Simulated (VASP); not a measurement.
# Ge3Pd (P4/mmm) in VASP: notebook, part 3 of 3

VASP 6.6.1. Earlier steps stand in the parts before.

## Step 6: Single point, PBE, collinear spin

This run uses another cell than the first one, of 18.54 Å³/atom.

The input, INCAR:

```
ALGO = Normal ; EDIFF = 1E-6
ENCUT = 520 ; GGA = PE
ISIF = 2 ; ISMEAR = 0
ISPIN = 2 ; LASPH = T
LCHARG = F ; LMAXMIX = 4
LORBIT = 11 ; LREAL = F
LWAVE = F ; MAGMOM = 0 0 0 1
NBANDS = 38 ; NELM = 150
PREC = Accurate ; SIGMA = 0.1
```

The input, KPOINTS:

```
k-points
0
Gamma
  6 6 4
```

The input, POSCAR:

```
Ge3Pd
1.0
    3.7221123498      0.0000000000      0.0000000000
    0.0000000000      3.7221123498      0.0000000000
    0.0000000000      0.0000000000      5.3535508158
Ge Pd
3 1
Direct
    0.0000000000      0.0000000000      0.5000000000
    0.5000000000      0.5000000000      0.0000000000
    0.5000000000      0.5000000000      0.5000000000
    0.0000000000      0.0000000000      0.0000000000
```

Potentials or basis: VASP PAW PBE potentials, release 64 (Ge_d, Pd).

On the command line:

```console
$ cat potpaw_PBE.64/Ge_d/POTCAR potpaw_PBE.64/Pd/POTCAR > POTCAR
$ mpirun -np 1 vasp_std > vasp.out
```

OUTCAR:

```text
EDIFF = 1E-6
   ENCUT = 520
   GGA = PE
   ISIF = 2
   ISMEAR = 0
   ISPIN = 2
   LASPH = T
   LORBIT = 11
   LREAL = F
   NELM = 150
   PREC = Accurate

 ion  position               nearest neighbor table
   1  0.000  0.000  0.500-   3 2.63   3 2.63   3 2.63   3 2.63   4 2.68   4 2.68
   2  0.500  0.500  0.000-   4 2.63   4 2.63   4 2.63   4 2.63   3 2.68   3 2.68
   3  0.500  0.500  0.500-   1 2.63   1 2.63   1 2.63   1 2.63   2 2.68   2 2.68
   4  0.000  0.000  0.000-   2 2.63   2 2.63   2 2.63   2 2.63   1 2.68   1 2.68

  LATTYP: Found a simple tetragonal cell.
 ALAT       =     3.7221123498
 C/A-ratio  =     1.4383098393

  Lattice vectors:

 A1 = (   3.7221123498,   0.0000000000,   0.0000000000)
 A2 = (   0.0000000000,   3.7221123498,   0.0000000000)
 A3 = (   0.0000000000,   0.0000000000,   5.3535508158)

Analysis of symmetry for initial positions (statically):
=====================================================================
 Subroutine PRICEL returns:
 Original cell was already a primitive cell.

 Routine SETGRP: Setting up the symmetry group for a
 simple tetragonal supercell.

 Subroutine GETGRP returns: Found 16 space group operations
 (whereof 16 operations were pure point group operations)
 out of a pool of 16 trial point group operations.

The static configuration has the point symmetry D_4h.

Analysis of symmetry for dynamics (positions and initial velocities):
=====================================================================
 Subroutine PRICEL returns:
 Original cell was already a primitive cell.

 Routine SETGRP: Setting up the symmetry group for a
 simple tetragonal supercell.

 Subroutine GETGRP returns: Found 16 space group operations
 (whereof 16 operations were pure point group operations)
 out of a pool of 16 trial point group operations.

The dynamic configuration has the point symmetry D_4h.

Analysis of structural, dynamic, and magnetic symmetry:
=====================================================================
 Subroutine PRICEL returns:
 Original cell was already a primitive cell.

 Routine SETGRP: Setting up the symmetry group for a
 simple tetragonal supercell.

 Subroutine GETGRP returns: Found 16 space group operations
 (whereof 16 operations were pure point group operations)
 out of a pool of 16 trial point group operations.

The overall configuration has the point symmetry D_4h.

 Subroutine INISYM returns: Found 16 space group operations
 (whereof 16 operations are pure point group operations),
 and found     1 'primitive' translations

----------------------------------------------------------------------------------------

                                     Primitive cell

  volume of cell :      74.1687

  direct lattice vectors                    reciprocal lattice vectors
     3.722112350  0.000000000  0.000000000     0.268664647  0.000000000  0.000000000
     0.000000000  3.722112350  0.000000000     0.000000000  0.268664647  0.000000000
     0.000000000  0.000000000  5.353550816     0.000000000  0.000000000  0.186791913

  length of vectors
     3.722112350  3.722112350  5.353550816     0.268664647  0.268664647  0.186791913

  position of ions in fractional coordinates (direct lattice)
[... 83 lines left out ...]
   EDIFF  = 0.1E-05   stopping-criterion for ELM
   LREAL  =      F    real-space projection
   EDIFFG = 0.1E-04   stopping-criterion for IOM
   NSW    =      0    number of steps for IOM
   IBRION =     -1    ionic relax: 0-MD 1-quasi-New 2-CG
   NFREE  =      0    steps in history (QN), initial steepest desc. (CG)
   ISIF   =      2    stress and relaxation
   ISYM   =      2    0-nonsym 1-usesym 2-fastsym
   POTIM  = 0.5000    time-step for ionic-motion
   TEBEG  =    0.0;   TEEND  =   0.0 temperature during run
   PSTRESS=    0.0 pullay stress
   NELECT =      52.0000    total number of electrons
   NUPDOWN=      -1.0000    fix difference up-down
   EMIN   =  10.00;   EMAX   =-10.00  energy-range for DOS
   EFERMI =   0.00;   METHOD = LEGACY
   ISMEAR =     0;   SIGMA  =   0.10  broadening in eV -4-tet -1-fermi 0-gaus
   EFERMI_NEDOS =   21; number of points for ismear=-14 and -15
   IALGO  =     38    algorithm
   IMIX   =      4    mixing-type and parameters
     AMIX     =   0.40;   BMIX     =  1.00
     AMIX_MAG =   1.60;   BMIX_MAG =  1.00
  volume/ion in A,a.u.               =      18.54       125.13
  Fermi-wavevector in a.u.,A,eV,Ry     =   1.454350  2.748323 28.778151  2.115134
  Thomas-Fermi vector in A             =   2.571511
   LORBIT       =     11    0 simple, 1 ext, 2 COOP (PROOUT), +10 PAW based schemes
   GGA     = PE    functional components
   LHFCALC =     F    Hartree Fock is set to
   AEXX    =    0.0000 exact exchange contribution
   IVDW    =     0    specifies the selected vdW correction
   LEPSILON=     F    determine dielectric tensor
   LRPA    =     F    only Hartree local field effects (RPA)
 spin polarized calculation
 Gauss-broadening in eV      SIGMA  =   0.10
  energy-cutoff  :      520.00
  volume of cell :       74.17
 maximum number of plane-waves:      2024
 NGX is ok and might be reduce to    28
   NGX = 13   NGY = 13   NGZ = 19

 number of electron      51.9999942 magnetization      -0.0078364

 number of electron      51.9999942 magnetization       0.0009507

 Free energy of the ion-electron system (eV)
  ---------------------------------------------------
  ext. energy  EPLUGINS =         0.00000000
  ---------------------------------------------------
  free energy    TOTEN  =       -18.57425173 eV

  energy without entropy =      -18.55995825  energy(sigma->0) =      -18.56710499

 E-fermi :   6.6089     XC(G=0): -11.3809

 val. band max:        6.6086822231   @ k =   0.5000   0.1667   0.2500
 cond. band min:       6.6199078367   @ k =   0.3333   0.1667   0.0000
 fundamental gap:      0.0112256136
 Fermi energy:         6.6088971093

 spin component 1

 k-point     1 :       0.0000    0.0000    0.0000
  band No.  band energies     occupation
      1     -17.9972      1.00000
      2     -17.9426      1.00000
      3     -17.8908      1.00000
      4     -17.8429      1.00000
      5     -17.8429      1.00000
      6     -17.7571      1.00000
[... 973 lines left out ...]
     37      20.6043      0.00000
     38      20.7997      0.00000

 [... further k-points ...]

 spin component 2

 k-point     1 :       0.0000    0.0000    0.0000
  band No.  band energies     occupation
      1     -17.9972      1.00000
      2     -17.9426      1.00000
      3     -17.8908      1.00000
      4     -17.8429      1.00000
      5     -17.8429      1.00000
      6     -17.7571      1.00000
[... 973 lines left out ...]
     37      20.6066      0.00000
     38      20.7959      0.00000

 [... further k-points ...]

------------------------ aborting loop because EDIFF is reached ----------------------------------------

  FORCE on cell =-STRESS in cart. coord.  units (eV):
  Direction    XX          YY          ZZ          XY          YZ          ZX
  --------------------------------------------------------------------------------------
  -------------------------------------------------------------------------------------
  Total       -0.0382100     -0.0382100     -0.0767180      0.0000000      0.0000000     -0.0000000
  in kB       -0.8254053     -0.8254053     -1.6572459      0.0000000      0.0000000     -0.0000000
  external PRESSURE =      -1.1026855 kB  Pullay stress =       0.0000000 kB

 VOLUME and BASIS-vectors are now :
 -----------------------------------------------------------------------------
  energy-cutoff  :      520.00
  volume of cell :       74.17
      direct lattice vectors                 reciprocal lattice vectors
     3.722112350  0.000000000  0.000000000     0.268664647  0.000000000  0.000000000
     0.000000000  3.722112350  0.000000000     0.000000000  0.268664647  0.000000000
     0.000000000  0.000000000  5.353550816     0.000000000  0.000000000  0.186791913

 POSITION                                       TOTAL-FORCE (eV/Angst)
 -----------------------------------------------------------------------------------
      0.00000      0.00000      2.67678         0.000000      0.000000      0.000000
      1.86106      1.86106      0.00000         0.000000      0.000000      0.000000
      1.86106      1.86106      2.67678         0.000000      0.000000      0.000000
      0.00000      0.00000      0.00000         0.000000      0.000000      0.000000
 -----------------------------------------------------------------------------------
    total drift:                                0.000000      0.000000      0.000000

  FREE ENERGIE OF THE ION-ELECTRON SYSTEM (eV)
  ---------------------------------------------------
  free  energy   TOTEN  =       -18.5742517328 eV

  energy  without entropy=      -18.5599582455  energy(sigma->0) =      -18.56710499

 total charge

# of ion       s       p       d       tot
------------------------------------------
    1        1.194   1.058  10.028  12.280
    2        1.187   1.022  10.030  12.238
    3        1.205   1.053  10.035  12.294
    4        0.496   0.369   8.579   9.444
--------------------------------------------------
tot          4.083   3.502  38.671  46.256

 magnetization (x)

# of ion       s       p       d       tot
------------------------------------------
    1        0.000   0.000   0.000   0.000
    2        0.000   0.000   0.000   0.000
    3        0.000   0.000   0.000   0.000
    4        0.000   0.000   0.000   0.000
--------------------------------------------------
tot          0.000   0.000   0.000   0.000
```

stdout:

```text
POSCAR found type information on POSCAR GePd
 POSCAR found :  2 types and       4 ions
 scaLAPACK will be used
 LDA part: xc-table for (Slater+PW92), standard interpolation
 POSCAR, INCAR and KPOINTS ok, starting setup
 FFT: planning ... GRIDC
 FFT: planning ... GRID_SOFT
 FFT: planning ... GRID
 WAVECAR not read
 entering main loop
```

Run time: 2.7 min. Hardware: 1 thread of Intel Xeon Platinum 8259CL at 2.50GHz (Skylake/Cascade Lake), shared host; peak memory 0.27 GiB.

Results:

- Free energy: -18.5743 eV
- Pressure: -0.1 GPa
- Band gap on the k mesh: zero (filled and empty bands overlap)
- Net moment: 0.00 μB per cell
- Valence electrons inside the program's atomic spheres: Ge 12.28, 12.24, 12.29; Pd 9.44

## Step 7: Summary

| task | spin | cell | k mesh | cutoff (eV) | gap on the mesh (eV) | pressure (GPa) |
| --- | --- | --- | --- | --- | --- | --- |
| single point | off | a = 3.582, b = 3.582, c = 5.602 Å, 4 atoms | 6 × 6 × 4 | 520 | none | 4.6 |
| single point | off | a = 3.722, b = 3.722, c = 5.354 Å, 4 atoms | 6 × 6 × 4 | 520 | none | -0.1 |
| relaxation of cell and atoms | off | relaxed from a = 3.582, b = 3.582, c = 5.602 Å, 4 atoms | 6 × 6 × 4 | 600 | none | 0.1 |
| single point | off | a = 3.743, b = 3.743, c = 5.292 Å, 4 atoms | 12 × 12 × 10 | 520 | none | 0.0 |
| single point | collinear | a = 3.722, b = 3.722, c = 5.354 Å, 4 atoms | 6 × 6 × 4 | 520 | none | -0.1 |

Alike in all rows: level PBE; potentials or basis VASP PAW PBE potentials, release 64 (Ge_d, Pd); smearing gaussian 0.1 eV.

Caveats: the stress differs along the axes, from -4 to 9 GPa (at least some runs).

Absolute energies hang on the potentials; compare differences alone.

The gap in the log of VASP goes by the Fermi energy; the results here count the filled bands.